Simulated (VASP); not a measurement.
Si2Bi2S:

```xyz
5
Lattice="-2.2291 2.2291 5.6375 2.2291 -2.2291 5.6375 2.2291 2.2291 -5.6375" Properties=species:S:1:pos:R:3 pbc="T T T"
Si    0.0000    0.0000    7.0794
Si    0.0000    0.0000    4.1955
Bi    0.0000    2.2291    2.8187
Bi    2.2291    0.0000    2.8187
S     0.0000    0.0000    0.0000
```

| Quantity | Value |
| --- | --- |
| Program | VASP 6.6.1 |
| Task | relaxation of cell and atoms |
| Functional | PBE |
| Potentials or basis | VASP PAW PBE potentials, release 64 (Si, Bi_d, S) |
| Cutoff | 600 eV |
| k mesh | 6 × 6 × 6 |
| Occupations | gaussian, width 0.1 eV |
| Spin | no spin polarisation |

At the start: pressure 16.3 GPa; volume 22.41 Å³/atom.

**Question.** How do energy, volume and symmetry change on relaxing?

**Answer.** Over 12 steps the energy falls by 637.8 meV/atom and the volume is 24.06 Å³/atom (+7.4 %); space group I4/mmm (No. 139, to 0.05 Å).

Step by step:
| step | energy change (eV) | largest force (eV/Å) | pressure (GPa) | volume (Å³) |
| --- | --- | --- | --- | --- |
| 1 | 0.0000 | 3.8116 | 16.32 | 112.05 |
| 2 | -1.7582 | 0.2154 | -6.74 | 152.32 |
| 3 | -2.0062 | 0.6962 | -3.30 | 138.74 |
| 4 | -2.5303 | 0.3488 | -2.17 | 131.49 |
| 5 | -2.6581 | 1.7987 | -0.60 | 127.03 |
| 6 | -2.9485 | 1.5583 | 1.08 | 121.44 |
| 7 | -3.0484 | 1.3972 | 3.89 | 114.94 |
| 8 | -3.1662 | 0.6033 | -0.32 | 120.84 |
| 9 | -3.1822 | 0.2057 | 0.68 | 119.12 |
| 10 | -3.1883 | 0.0503 | -0.32 | 120.92 |
| 11 | -3.1888 | 0.0021 | -0.12 | 120.55 |
| 12 | -3.1890 | 0.0369 | -0.01 | 120.32 |

Final structure:
```
Si Bi S
1.0
    -2.61961    2.61961    4.38320
     2.61961   -2.61961    4.38320
     2.61961    2.61961   -4.38320
Si Bi S
2 2 1
Direct
  0.63225 0.63225 0.00000
  0.36775 0.36775 0.00000
  0.75000 0.25000 0.50000
  0.25000 0.75000 0.50000
  0.00000 0.00000 0.00000
```
